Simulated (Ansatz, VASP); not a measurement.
# SnO2 in VASP and in Ansatz

File INCAR:

```
PREC = Accurate
ENCUT = 520
EDIFF = 1E-7
ISMEAR = 0
SIGMA = 0.05
LREAL = False
LASPH = True
NELM = 100
ALGO = Normal
ISIF = 2
LWAVE = False
LCHARG = False
GGA = CA
NBANDS = 35
```

Contents of KPOINTS:

```
regular mesh
0
Gamma
  10 10 10
```

Contents of POSCAR:

```
SnO2
1.0
   -1.9540733516      1.9540733516      5.2584566507
    1.9540733516     -1.9540733516      5.2584566507
    1.9540733516      1.9540733516     -5.2584566507
Sn O
2 4
Direct
    0.7500000000      0.2500000000      0.5000000000
    0.0000000000      0.0000000000      0.0000000000
    0.7969975836      0.7969975836      0.0000000000
    0.9530024164      0.4530024164      0.5000000000
    0.2030024164      0.2030024164      0.0000000000
    0.5469975836      0.0469975836      0.5000000000
```

Input for Ansatz:

```yaml
crystal:
  lattice:
    - [-1.9540733516, 1.9540733516, 5.2584566507]
    - [1.9540733516, -1.9540733516, 5.2584566507]
    - [1.9540733516, 1.9540733516, -5.2584566507]
  atoms:
    - { symbol: Sn, position: [0.75, 0.25, 0.5] }
    - { symbol: Sn, position: [0.0, 0.0, 0.0] }
    - { symbol: O, position: [0.7969975836, 0.7969975836, 0.0] }
    - { symbol: O, position: [0.9530024164, 0.4530024164, 0.5] }
    - { symbol: O, position: [0.2030024164, 0.2030024164, 0.0] }
    - { symbol: O, position: [0.5469975836, 0.0469975836, 0.5] }
basis:
  ecutwfc: 420
kpoints:
  mp_grid: { grid: [10, 10, 10] }
hamiltonian:
  xc: lda
scf:
  occupations: { method: gaussian, width: 0.05 }
output:
  forces: true
  stress: true
  eigenvalues: true
  write_density: true
  write_potential: true
  elf: true
  volumetric_format: npy
```

Alike in both runs: task single point; functional LDA; k mesh 10 × 10 × 10; occupations gaussian, width 0.05 eV; no spin polarisation.

```csv
,VASP,Ansatz
version,VASP 6.6.1,Ansatz 0.2.0
potentials or method,"VASP PAW LDA potentials, release 64 (Sn_d, O), cutoff 520 eV","scalar-relativistic, plane waves, PAW"
valence electrons in the cell,52,52
```

VASP gave:

```
gap on the k mesh at the Fermi level (eV)                     : 1.61
least direct gap on the mesh (eV)                             : 2.00
pressure (GPa)                                                : 0.4
traceless stress, the component that is largest in VASP (GPa) : -6.43
rms of the force components (eV/Å)                            : 0.234
```

Problem. What did Ansatz give for the same quantities?

Solution. gap on the k mesh at the Fermi level (eV): 1.57; least direct gap on the mesh (eV): 1.96; pressure (GPa): -0.5; traceless stress, the component that is largest in VASP (GPa): -6.41; rms of the force components (eV/Å): 0.242.

LDA's correlation is that of Perdew and Zunger in VASP and of Perdew and Wang (1992) in Ansatz. Atom by atom the forces differ by 0.007 eV/Å (rms over components).
